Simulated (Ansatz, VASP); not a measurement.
## One calculation of KF, two programs

```
CELL_PARAMETERS angstrom
0.02697 2.52450 2.52450
2.52450 0.02697 2.52450
2.52450 2.52450 0.02697
ATOMIC_POSITIONS crystal
K 0.00000 0.00000 0.00000
F 0.50000 0.50000 0.50000
```

Alike in both runs: task single point; functional LDA; k mesh 8 × 8 × 8; occupations gaussian, width 0.05 eV; no spin polarisation.

```csv
,VASP,Ansatz
version,VASP 6.6.1,Ansatz 0.2.0
potentials or method,"VASP PAW LDA potentials, release 64 (K_sv, F), cutoff 520 eV","scalar-relativistic, plane waves, PAW"
valence electrons in the cell,16,16
```

|  | VASP | Ansatz | Ansatz less VASP |
| --- | --- | --- | --- |
| gap on the k mesh at the Fermi level (eV) | 6.83 | 6.85 | +0.021 |
| least direct gap on the mesh (eV) | 6.84 | 6.87 | +0.022 |
| pressure (GPa) | 4.9 | 4.4 | -0.42 |
| traceless stress, the component that is largest in VASP (GPa) | -0.12 | -0.12 | -0.005 |

LDA's correlation is that of Perdew and Zunger in VASP and of Perdew and Wang (1992) in Ansatz.
